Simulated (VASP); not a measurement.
# Ta4C3 (Cm) in VASP: single point with PBEsol

Aim: the single point of Ta4C3 with PBEsol.

All numbers are computed with VASP 6.6.1; they aren't measurements. Logs are shortened: lines on timing, memory, paths and dates and some standing lists are left out, and cuts for length are marked.

### Step 1. The cell of the first run

Symmetry: Cm, No. 8, monoclinic system. The conventional cell has a = 5.375 Å, b = 3.103 Å, c = 10.204 Å, α = 90.00°, β = 95.04°, γ = 90.00°. Ta (site symmetry m) has 6 C at 2.24 to 2.25 Å and 1 Ta at 2.66 Å within 3.0 Å. Ta (site symmetry m) has 1 C at 1.47 Å within 2.0 Å. Within 2.9 Å of Ta (site symmetry m) lie 3 C at 2.17 Å. Within 2.9 Å of Ta (site symmetry m) lie 6 C at 2.19 to 2.22 Å. Within 2.9 Å of C (site symmetry m) lie 6 Ta at 2.17 to 2.19 Å. Within 2.0 Å of C (site symmetry m) lie 1 Ta at 1.47 Å. Within 2.9 Å of C (site symmetry m) lie 6 Ta at 2.22 to 2.25 Å and 1 C at 2.70 Å.

### Step 2. Single point, PBEsol

The input, INCAR:

```
ALGO = Normal
EDIFF = 1E-7
ENCUT = 520
GGA = PS
ISIF = 2
ISMEAR = 0
LASPH = True
LCHARG = False
LREAL = False
LWAVE = False
NBANDS = 37
NELM = 60
PREC = Accurate
SIGMA = 0.15
```

The input, KPOINTS:

```
k-points
0
Gamma
  14 14 4
```

The input, POSCAR:

```
Ta4C3
1.0
   -3.1032734570      0.0000000000      0.0000000000
   -1.5516367285     -2.6875136487      0.0000000000
    0.0000000000      0.8958378829     10.1645109918
Ta C
4 3
Direct
    0.2786888969      0.3733722062      0.1893666186
    0.1531441998      0.6244616004      0.9426348013
   -0.1394340481      0.2096180962      0.6981042887
    0.5681762811      0.7943974378      0.4524423133
    0.2140782474      0.5025935053      0.5770305159
    0.9673664624      0.9960170753      0.0573012258
   -0.0768950444      0.0845400888      0.3228702664
```

Potentials or basis: VASP PAW PBE potentials, release 64 (Ta_pv, C).

Launch:

```console
$ cat potpaw_PBE.64/Ta_pv/POTCAR potpaw_PBE.64/C/POTCAR > POTCAR
$ mpirun -np 1 vasp_std > vasp.out
```

OUTCAR:

```text
EDIFF = 1E-7
   ENCUT = 520
   GGA = PS
   ISIF = 2
   ISMEAR = 0
   LASPH = True
   LREAL = False
   NELM = 60
   PREC = Accurate

 ion  position               nearest neighbor table
   1  0.279  0.373  0.189-   6 2.24   6 2.24   6 2.24   7 2.25   7 2.25   7 2.25   2 2.66   4 3.22
                             4 3.22   4 3.22   2 3.45   2 3.45
   2  0.153  0.624  0.943-   6 1.47   6 2.64   6 2.64   1 2.66   3 3.06   3 3.06   3 3.06   1 3.45
                             1 3.45
   3  0.861  0.210  0.698-   5 2.17   5 2.17   5 2.17   2 3.06   2 3.06   2 3.06   4 3.07   4 3.07
                             4 3.07
   4  0.568  0.794  0.452-   5 2.19   5 2.19   5 2.19   7 2.22   7 2.22   7 2.22   3 3.07   3 3.07
                             3 3.07   1 3.22   1 3.22   1 3.22
   5  0.214  0.503  0.577-   3 2.17   3 2.17   3 2.17   4 2.19   4 2.19   4 2.19
   6  0.967  0.996  0.057-   2 1.47   1 2.24   1 2.24   1 2.24   2 2.64   2 2.64
   7  0.923  0.085  0.323-   4 2.22   4 2.22   4 2.22   1 2.25   1 2.25   1 2.25

  LATTYP: Found a base centered monoclinic cell.
 ALAT       =     5.3750272974
 B/A-ratio  =     0.5773502692
 C/A-ratio  =     1.8983924921
 COS(beta)  =    -0.0877935766

  Lattice vectors:

 A1 = (  -1.5516367285,  -2.6875136487,   0.0000000000)
 A2 = (   1.5516367285,  -2.6875136487,   0.0000000000)
 A3 = (   0.0000000000,   0.8958378829,  10.1645109918)

Analysis of symmetry for initial positions (statically):
=====================================================================
 Subroutine PRICEL returns:
 Original cell was already a primitive cell.

 Routine SETGRP: Setting up the symmetry group for a
 base centered monoclinic supercell.

 Subroutine GETGRP returns: Found  2 space group operations
 (whereof  1 operations were pure point group operations)
 out of a pool of  4 trial point group operations.

The static configuration has the point symmetry C_1 .
 The point group associated with its full space group is C_1h.

Analysis of symmetry for dynamics (positions and initial velocities):
=====================================================================
 Subroutine PRICEL returns:
 Original cell was already a primitive cell.

 Routine SETGRP: Setting up the symmetry group for a
 base centered monoclinic supercell.

 Subroutine GETGRP returns: Found  2 space group operations
 (whereof  1 operations were pure point group operations)
 out of a pool of  4 trial point group operations.

The dynamic configuration has the point symmetry C_1 .
[... 113 lines left out ...]
   NSW    =      0    number of steps for IOM
   IBRION =     -1    ionic relax: 0-MD 1-quasi-New 2-CG
   NFREE  =      0    steps in history (QN), initial steepest desc. (CG)
   ISIF   =      2    stress and relaxation
   ISYM   =      2    0-nonsym 1-usesym 2-fastsym
   POTIM  = 0.5000    time-step for ionic-motion
   TEBEG  =    0.0;   TEEND  =   0.0 temperature during run
   PSTRESS=    0.0 pullay stress
   NELECT =      56.0000    total number of electrons
   NUPDOWN=      -1.0000    fix difference up-down
   EMIN   =  10.00;   EMAX   =-10.00  energy-range for DOS
   EFERMI =   0.00;   METHOD = LEGACY
   ISMEAR =     0;   SIGMA  =   0.15  broadening in eV -4-tet -1-fermi 0-gaus
   EFERMI_NEDOS =   21; number of points for ismear=-14 and -15
   IALGO  =     38    algorithm
   IMIX   =      4    mixing-type and parameters
     AMIX     =   0.40;   BMIX     =  1.00
     AMIX_MAG =   1.60;   BMIX_MAG =  1.00
  volume/ion in A,a.u.               =      12.11        81.73
  Fermi-wavevector in a.u.,A,eV,Ry     =   1.425778  2.694329 27.658489  2.032842
  Thomas-Fermi vector in A             =   2.546125
   LORBIT       =      0    0 simple, 1 ext, 2 COOP (PROOUT), +10 PAW based schemes
   GGA     = PS    functional components
   LHFCALC =     F    Hartree Fock is set to
   AEXX    =    0.0000 exact exchange contribution
   IVDW    =     0    specifies the selected vdW correction
   LEPSILON=     F    determine dielectric tensor
   LRPA    =     F    only Hartree local field effects (RPA)
 non-spin polarized calculation
 Gauss-broadening in eV      SIGMA  =   0.15
  energy-cutoff  :      520.00
  volume of cell :       84.77
 maximum number of plane-waves:      2302
   NGX = 11   NGY = 11   NGZ = 37

 number of electron      56.0000001 magnetization

 Free energy of the ion-electron system (eV)
  ---------------------------------------------------
  ext. energy  EPLUGINS =         0.00000000
  ---------------------------------------------------
  free energy    TOTEN  =       -75.03266410 eV

  energy without entropy =      -75.00407366  energy(sigma->0) =      -75.01836888

 E-fermi :   7.2342     XC(G=0): -13.0732

 val. band max:        7.2341842996   @ k =  -0.1429  -0.2857   0.2500
 cond. band min:       7.2420621573   @ k =  -0.0714   0.1429   0.0000
 fundamental gap:      0.0078778576
 Fermi energy:         7.2342262132

 k-point     1 :       0.0000    0.0000    0.0000
  band No.  band energies     occupation
      1     -28.3148      2.00000
      2     -27.9443      2.00000
      3     -27.4994      2.00000
      4     -27.4929      2.00000
      5     -27.4911      2.00000
      6     -27.1719      2.00000
[... 949 lines left out ...]
     36      11.1813      0.00000
     37      11.3235      0.00000

 [... further k-points ...]

------------------------ aborting loop because EDIFF is reached ----------------------------------------

  FORCE on cell =-STRESS in cart. coord.  units (eV):
  Direction    XX          YY          ZZ          XY          YZ          ZX
  --------------------------------------------------------------------------------------
  -------------------------------------------------------------------------------------
  Total        0.1349286     18.7282709     36.4483419      0.0000000    -22.1648207      0.0000000
  in kB        2.5501002    353.9574446    688.8602789      0.0000000   -418.9069732      0.0000000
  external PRESSURE =     348.4559412 kB  Pullay stress =       0.0000000 kB

 VOLUME and BASIS-vectors are now :
 -----------------------------------------------------------------------------
  energy-cutoff  :      520.00
  volume of cell :       84.77
      direct lattice vectors                 reciprocal lattice vectors
    -3.103273457  0.000000000  0.000000000    -0.322240374  0.186045567 -0.016396919
    -1.551636728 -2.687513649  0.000000000     0.000000000 -0.372091134  0.032793839
     0.000000000  0.895837883 10.164510992     0.000000000  0.000000000  0.098381516

 POSITION                                       TOTAL-FORCE (eV/Angst)
 -----------------------------------------------------------------------------------
     -1.44419     -0.83380      1.92482         0.000000      0.751033      3.561435
     -1.44419     -0.83380      9.58142         0.000000     20.715315    -29.193400
     -2.99582      0.06204      7.09589         0.000000     -0.053344     -0.006010
     -2.99582     -1.72964      4.59885         0.000000     -0.038138     -0.377356
     -1.44419     -0.83380      5.86523         0.000000      0.085947      0.300584
     -4.54746     -2.62548      0.58244         0.000000    -21.726440     25.994224
     -2.99582      0.06204      3.28182        -0.000000      0.265627     -0.279477
 -----------------------------------------------------------------------------------
    total drift:                               -0.000021     -0.000030      0.000169

  FREE ENERGIE OF THE ION-ELECTRON SYSTEM (eV)
  ---------------------------------------------------
  free  energy   TOTEN  =       -75.0326641006 eV

  energy  without entropy=      -75.0040736640  energy(sigma->0) =      -75.01836888
```

It took 15 min on 1 thread of Oxide Virtual Turin-like, shared host; peak memory 0.56 GiB.

What came out:

```
Free energy            : -75.0327 eV
Pressure               : 34.8 GPa
Largest force          : 35.796 eV/Å
Band gap on the k mesh : zero (band 28 reaches 7.47 eV, above the bottom of band 29 at 6.91 eV)
```

Forces in eV/Å, atoms in the order of the input:
```
Ta    0.000   0.751   3.561
Ta    0.000  20.715 -29.193
Ta    0.000  -0.053  -0.006
Ta    0.000  -0.038  -0.377
C     0.000   0.086   0.301
C     0.000 -21.726  25.994
C     0.000   0.266  -0.279
```

Stress tensor (GPa, compression positive):
```
  0.26   0.00   0.00
  0.00  35.40 -41.89
  0.00 -41.89  68.89
```

Caveat: the PAW data sets were made with another functional, which shifts forces and pressure a little; spin-orbit coupling is left out, which moves the levels of the heavy elements.
